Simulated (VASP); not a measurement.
# Al (P6_3/mmc) in VASP: a series of runs

Runs on Al. Level: PBE+D3(BJ). Tasks: relaxation of shape and atoms at fixed volume, single point.

All numbers are computed with VASP 6.6.1; they aren't measurements. Logs are shortened: lines on timing, memory, paths and dates and some standing lists are left out, and cuts for length are marked.

**1. The cell of the first run**

It takes space group P6_3/mmc (No. 194, hexagonal). Conventional cell: a = 2.728 Å, b = 2.728 Å, c = 8.956 Å, α = 90.00°, β = 90.00°, γ = 120.00°. Al (site symmetry -3m) has 12 Al at 2.73 to 2.74 Å within 3.6 Å. Within 3.6 Å of Al (site symmetry -6m2) lie 12 Al at 2.73 to 2.74 Å.

This isn't the form of Al at room conditions, which is fcc.

**2. Relaxation of shape and atoms at fixed volume, PBE+D3(BJ) (14.43 Å³/atom)**

The input, INCAR:

```
ALGO = Fast
EDIFF = 1E-6
EDIFFG = -0.01
ENCUT = 600
GGA = PE
IBRION = 2
ISIF = 4
ISMEAR = 0
IVDW = 12
LASPH = True
LCHARG = False
LREAL = False
LWAVE = False
NELM = 80
NSW = 50
PREC = Accurate
SIGMA = 0.1
```

The input, KPOINTS:

```
k-points
0
Gamma
  18 18 6
```

The input, POSCAR:

```
Al
1.0
    2.7276667849      0.0000000000      0.0000000000
   -1.3638333925      2.3622287288      0.0000000000
    0.0000000000      0.0000000000      8.9557821301
Al
4
Direct
    0.0000000000      0.0000000000      0.0000000000
    0.3333333333      0.6666666667      0.2500000000
    0.0000000000      0.0000000000      0.5000000000
    0.6666666667      0.3333333333      0.7500000000
```

Potentials or basis: VASP PAW PBE potentials, release 64 (Al).

The run is started by

```bash
$ cat potpaw_PBE.64/Al/POTCAR > POTCAR
$ mpirun -np 1 vasp_std > vasp.out
```

OUTCAR:

```text
EDIFF = 1E-6
   EDIFFG = -0.01
   ENCUT = 600
   GGA = PE
   IBRION = 2
   ISIF = 4
   ISMEAR = 0
   IVDW = 12
   LASPH = True
   LREAL = False
   NELM = 80
   NSW = 50
   PREC = Accurate
 IVDW          = 12

 ion  position               nearest neighbor table
   1  0.000  0.000  0.000-   2 2.74   4 2.74   4 2.74   2 2.74   4 2.74   2 2.74
   2  0.333  0.667  0.250-   1 2.74   3 2.74   1 2.74   3 2.74   1 2.74   3 2.74
   3  0.000  0.000  0.500-   2 2.74   4 2.74   4 2.74   2 2.74   4 2.74   2 2.74
   4  0.667  0.333  0.750-   1 2.74   3 2.74   1 2.74   3 2.74   1 2.74   3 2.74

  LATTYP: Found a hexagonal cell.
 ALAT       =     2.7276667849
 C/A-ratio  =     3.2833123825

  Lattice vectors:

 A1 = (   2.7276667849,   0.0000000000,   0.0000000000)
 A2 = (  -1.3638333925,   2.3622287288,   0.0000000000)
 A3 = (   0.0000000000,   0.0000000000,   8.9557821301)

Analysis of symmetry for initial positions (statically):
=====================================================================
 Subroutine PRICEL returns:
 Original cell was already a primitive cell.

 Routine SETGRP: Setting up the symmetry group for a
 hexagonal supercell.

 Subroutine GETGRP returns: Found 24 space group operations
 (whereof 12 operations were pure point group operations)
 out of a pool of 24 trial point group operations.

The static configuration has the point symmetry D_3d.
 The point group associated with its full space group is D_6h.

Analysis of symmetry for dynamics (positions and initial velocities):
=====================================================================
 Subroutine PRICEL returns:
 Original cell was already a primitive cell.

 Routine SETGRP: Setting up the symmetry group for a
 hexagonal supercell.

 Subroutine GETGRP returns: Found 24 space group operations
 (whereof 12 operations were pure point group operations)
 out of a pool of 24 trial point group operations.

The dynamic configuration has the point symmetry D_3d.
 The point group associated with its full space group is D_6h.

 Subroutine INISYM returns: Found 24 space group operations
 (whereof 12 operations are pure point group operations),
 and found     1 'primitive' translations

----------------------------------------------------------------------------------------

                                     Primitive cell

  volume of cell :      57.7054

  direct lattice vectors                    reciprocal lattice vectors
     2.727666785  0.000000000  0.000000000     0.366613695  0.211664516  0.000000000
    -1.363833392  2.362228729  0.000000000     0.000000000  0.423329032  0.000000000
     0.000000000  0.000000000  8.955782130     0.000000000  0.000000000  0.111659706

  length of vectors
[... 104 lines left out ...]
   IMIX   =      4    mixing-type and parameters
     AMIX     =   0.40;   BMIX     =  1.00
     AMIX_MAG =   1.60;   BMIX_MAG =  1.00
  volume/ion in A,a.u.               =      14.43        97.35
  Fermi-wavevector in a.u.,A,eV,Ry     =   0.969906  1.832857 12.799241  0.940718
  Thomas-Fermi vector in A             =   2.099997
   LORBIT       =      0    0 simple, 1 ext, 2 COOP (PROOUT), +10 PAW based schemes
   GGA     = PE    functional components
   LHFCALC =     F    Hartree Fock is set to
   AEXX    =    0.0000 exact exchange contribution
   IVDW    =    12    specifies the selected vdW correction
   LEPSILON=     F    determine dielectric tensor
   LRPA    =     F    only Hartree local field effects (RPA)
 conjugate gradient relaxation of ions
 non-spin polarized calculation
 RMM-DIIS sequential band-by-band and
 Gauss-broadening in eV      SIGMA  =   0.10
  energy-cutoff  :      600.00
  volume of cell :       57.71
 maximum number of plane-waves:      1970
 NGX is ok and might be reduce to    24
   NGX = 11   NGY = 11   NGZ = 35

 number of electron      12.0000000 magnetization

 Free energy of the ion-electron system (eV)
  ---------------------------------------------------
  ext. energy  EPLUGINS =         0.00000000
  ---------------------------------------------------
  free energy    TOTEN  =       -14.60155922 eV

  energy without entropy =      -14.59388662  energy(sigma->0) =      -14.59772292

 E-fermi :   9.4551     XC(G=0): -10.6935

 val. band max:        9.4413141308   @ k =   0.2222   0.1667   0.3333
 cond. band min:       9.4754024817   @ k =   0.3333   0.2778   0.0000
 fundamental gap:      0.0340883508
 Fermi energy:         9.4550839011

 k-point     1 :       0.0000    0.0000    0.0000
  band No.  band energies     occupation
      1      -2.6218      2.00000
      2      -0.7945      2.00000
      3      -0.7874      2.00000
      4       4.3023      2.00000
      5       4.8338      2.00000
      6      13.0824      0.00000
      7      13.0964      0.00000
      8      21.2945      0.00000
      9      21.3041      0.00000
     10      21.3129      0.00000
[... 287 lines left out ...]
 k-point    24 :       0.3889    0.1111    0.0000
  band No.  band energies     occupation
      1       2.7358      2.00000
      2       4.4461      2.00000
      3       4.4542      2.00000
      4       5.5024      2.00000
      5       7.3178      2.00000
      6       7.3239      2.00000
      7       9.3881      1.65671
      8      10.1030      0.00000
      9      11.9350      0.00000
     10      12.0887      0.00000

 [... further k-points ...]

------------------------ aborting loop because EDIFF is reached ----------------------------------------

 Edisp (eV)   -1.54719

 E8    (eV) :    -0.6934

  FORCE on cell =-STRESS in cart. coord.  units (eV):
  Direction    XX          YY          ZZ          XY          YZ          ZX
  --------------------------------------------------------------------------------------
  -------------------------------------------------------------------------------------
  Total       3.56877     3.56877     3.54858    -0.00000     0.00000    -0.00000
  in kB      99.08599    99.08599    98.52534    -0.00000     0.00000    -0.00000
  external pressure =       98.90 kB  Pullay stress =        0.00 kB

 VOLUME and BASIS-vectors are now :
 -----------------------------------------------------------------------------
  energy-cutoff  :      600.00
  volume of cell :       57.71
      direct lattice vectors                 reciprocal lattice vectors
     2.727666785  0.000000000  0.000000000     0.366613695  0.211664516  0.000000000
    -1.363833392  2.362228729  0.000000000     0.000000000  0.423329032  0.000000000
     0.000000000  0.000000000  8.955782130     0.000000000  0.000000000  0.111659706

 POSITION                                       TOTAL-FORCE (eV/Angst)
 -----------------------------------------------------------------------------------
      0.00000      0.00000      0.00000        -0.000000      0.000000     -0.000000
     -0.00000      1.57482      2.23895        -0.000000      0.000000     -0.000000
      0.00000      0.00000      4.47789        -0.000000      0.000000     -0.000000
      1.36383      0.78741      6.71684         0.000000      0.000000      0.000000
 -----------------------------------------------------------------------------------
    total drift:                                0.000000     -0.000000      0.000000

  FREE ENERGIE OF THE ION-ELECTRON SYSTEM (eV)
  ---------------------------------------------------
  free  energy   TOTEN  =       -16.1487483632 eV

  energy  without entropy=      -16.1410757639  energy(sigma->0) =      -16.14491206

 reached required accuracy - stopping structural energy minimisation
```

CONTCAR:

```text
Al
   1.00000000000000
     2.7276667848999998    0.0000000000000000    0.0000000000000000
    -1.3638333924999999    2.3622287287999999    0.0000000000000000
     0.0000000000000000    0.0000000000000000    8.9557821300999993
  Al
     4
Direct
     0.0000000000000000    0.0000000000000000    0.0000000000000000
     0.3333333332999970    0.6666666667000030    0.2500000000000000
     0.0000000000000000    0.0000000000000000    0.5000000000000000
     0.6666666667000030    0.3333333332999970    0.7500000000000000

  0.00000000E+00  0.00000000E+00  0.00000000E+00
  0.00000000E+00  0.00000000E+00  0.00000000E+00
  0.00000000E+00  0.00000000E+00  0.00000000E+00
  0.00000000E+00  0.00000000E+00  0.00000000E+00
```

Wall time 2 min (1 thread of Intel Xeon 8259CL, shared host); peak memory 0.25 GiB.

Results:

```yaml
Free_energy: -16.1487 eV
Pressure_after_relaxing: 9.9 GPa
Band_gap_on_the_k_mesh: zero (bands 6 and 7 overlap by 5.73 eV)
Dispersion_energy_per_atom: -0.387 eV
```

Final structure:
```yaml
crystal:
  lattice:
    - [2.72767, 0.00000, 0.00000]
    - [-1.36383, 2.36223, 0.00000]
    - [0.00000, 0.00000, 8.95578]
  atoms:
    - { symbol: Al, position: [0.00000, 0.00000, 0.00000] }
    - { symbol: Al, position: [0.33333, 0.66667, 0.25000] }
    - { symbol: Al, position: [0.00000, 0.00000, 0.50000] }
    - { symbol: Al, position: [0.66667, 0.33333, 0.75000] }
```

Caveat: the relaxation stopped at its first step, so nothing moved.

**3. Relaxation of shape and atoms at fixed volume, PBE+D3(BJ) (14.90 Å³/atom)**

This run uses another cell than the first one, of 14.90 Å³/atom.

The input, INCAR:

```
PREC = Accurate ; ENCUT = 600
EDIFF = 1E-6 ; ISMEAR = 0
SIGMA = 0.1 ; LREAL = False
LASPH = True ; NELM = 60
ALGO = Fast ; ISIF = 4
LWAVE = False ; LCHARG = False
GGA = PE ; IVDW = 12
IBRION = 2 ; NSW = 50
EDIFFG = -0.01
```

The input, KPOINTS:

```
regular mesh
0
Gamma
  18 18 6
```

The input, POSCAR:

```
Al
1.0
    2.7573176599      0.0000000000      0.0000000000
   -1.3786588300      2.3879071398      0.0000000000
    0.0000000000      0.0000000000      9.0531352151
Al
4
Direct
    0.0000000000      0.0000000000      0.0000000000
    0.3333333333      0.6666666667      0.2500000000
    0.0000000000      0.0000000000      0.5000000000
    0.6666666667      0.3333333333      0.7500000000
```

Potentials or basis: VASP PAW PBE potentials, release 64 (Al).

The run is started by

```bash
$ cat potpaw_PBE.64/Al/POTCAR > POTCAR
$ mpirun -np 1 vasp_std > vasp.out
```

Wall time 2 min (1 thread of Intel Xeon 8259CL, shared host); peak memory 0.25 GiB.

Results (log left out):

```yaml
Free_energy: -16.2427 eV
Pressure_after_relaxing: 6.0 GPa
Band_gap_on_the_k_mesh: zero (bands 6 and 7 overlap by 5.65 eV)
Dispersion_energy_per_atom: -0.374 eV
```

Stress tensor (GPa, compression positive):
```
6.07 0.00 0.00
0.00 6.07 0.00
0.00 0.00 5.96
```

Final structure:
```cif
data_structure
_symmetry_space_group_name_H-M 'P 1'
_symmetry_Int_Tables_number 1
_cell_length_a 2.7573
_cell_length_b 2.7573
_cell_length_c 9.0531
_cell_angle_alpha 90.000
_cell_angle_beta 90.000
_cell_angle_gamma 120.000
_cell_volume 59.61
loop_
_atom_site_label
_atom_site_type_symbol
_atom_site_fract_x
_atom_site_fract_y
_atom_site_fract_z
_atom_site_occupancy
Al1 Al 0.00000 0.00000 0.00000 1
Al2 Al 0.33333 0.66667 0.25000 1
Al3 Al 0.00000 0.00000 0.50000 1
Al4 Al 0.66667 0.33333 0.75000 1
```

Levels at points of the mesh, in eV from the Fermi level:
```tsv
k point	band 4	band 5	band 6	band 7	band 8	band 9
(0.00, 0.00, 0.00)	-5.02	-4.58	3.56	3.57	11.58	11.59
(0.50, 0.00, 0.00)	-4.17	-3.40	-3.37	0.81	1.20	1.49
(0.00, 0.00, 0.50)	-7.84	-0.97	-0.97	8.68	8.68	11.90
(0.50, 0.00, 0.50)	-5.06	-1.95	-1.95	-1.24	-1.24	4.84
```

Caveat: the relaxation stopped at its first step, so nothing moved.

**4. Single point, PBE+D3(BJ) (biaxial strain in the a-b plane: +2.0 %)**

The input, INCAR:

```
SYSTEM = Al
ALGO     = Fast           ! electronic algorithm
EDIFF    = 1E-7           ! SCF threshold, eV
ENCUT    = 520            ! plane-wave cutoff, eV
GGA      = PE             ! functional
ISIF     = 2              ! what is computed and relaxed
ISMEAR   = 0              ! smearing method
IVDW     = 12             ! dispersion correction
LASPH    = .True.         ! aspherical terms in the spheres
LCHARG   = .False.        ! write CHGCAR
LREAL    = .False.        ! projectors in reciprocal space
LWAVE    = .False.        ! write WAVECAR
NBANDS   = 14             ! bands
NELM     = 60             ! most SCF steps
PREC     = Accurate       ! precision mode
SIGMA    = 0.1            ! smearing width, eV
```

The input, KPOINTS:

```
k-points
0
Gamma
  24 24 6
  0 0 0
```

The input, POSCAR:

```
Al
1.0
    2.8710738016      0.0000000000      0.0000000000
   -1.4355369008      2.4864228483      0.0000000000
    0.0000000000      0.0000000000      9.1308946838
Al
4
Direct
    0.0000000000      0.0000000000      0.0000000000
    0.3333333333      0.6666666667      0.2500000000
    0.0000000000      0.0000000000      0.5000000000
    0.6666666667      0.3333333333      0.7500000000
```

The run is started by

```bash
$ cat potpaw_PBE.64/Al/POTCAR > POTCAR
$ mpirun -np 1 vasp_std > vasp.out
```

Run time: 4.4 min. Hardware: 1 thread of Intel Xeon Platinum 8375C at 2.90GHz (Ice Lake), shared host; peak memory 0.31 GiB.

The run converged. Its results:

```yaml
Free_energy: -16.2819 eV
Pressure: -2.2 GPa
Band_gap_on_the_k_mesh: zero (bands 6 and 7 overlap by 5.92 eV)
Dispersion_energy_per_atom: -0.341 eV
```

Stress tensor (GPa, compression positive):
```
-3.18  0.00  0.00
 0.00 -3.18  0.00
 0.00  0.00 -0.33
```

Levels at points of the mesh, in eV from the Fermi level:
```tsv
k point	band 2	band 3	band 4	band 5	band 6	band 7	band 8	band 9	band 10	band 11
(0.00, 0.00, 0.00)	-9.45	-9.44	-4.48	-4.05	3.98	4.00	10.35	10.35	10.58	10.58
(0.50, 0.00, 0.00)	-5.29	-3.99	-3.89	-3.40	-3.29	0.87	1.34	1.58	1.87	5.35
(0.00, 0.00, 0.50)	-10.77	-7.27	-7.27	-0.49	-0.49	9.00	9.00	10.68	10.68	10.68
(0.50, 0.00, 0.50)	-5.00	-4.87	-4.87	-1.83	-1.83	-1.16	-1.16	4.88	4.88	4.93
```

Caveat: the cell differs from its parent crystal (biaxial strain in the a-b plane: +2.0 %).

(Part 1 of 3 ends here.)
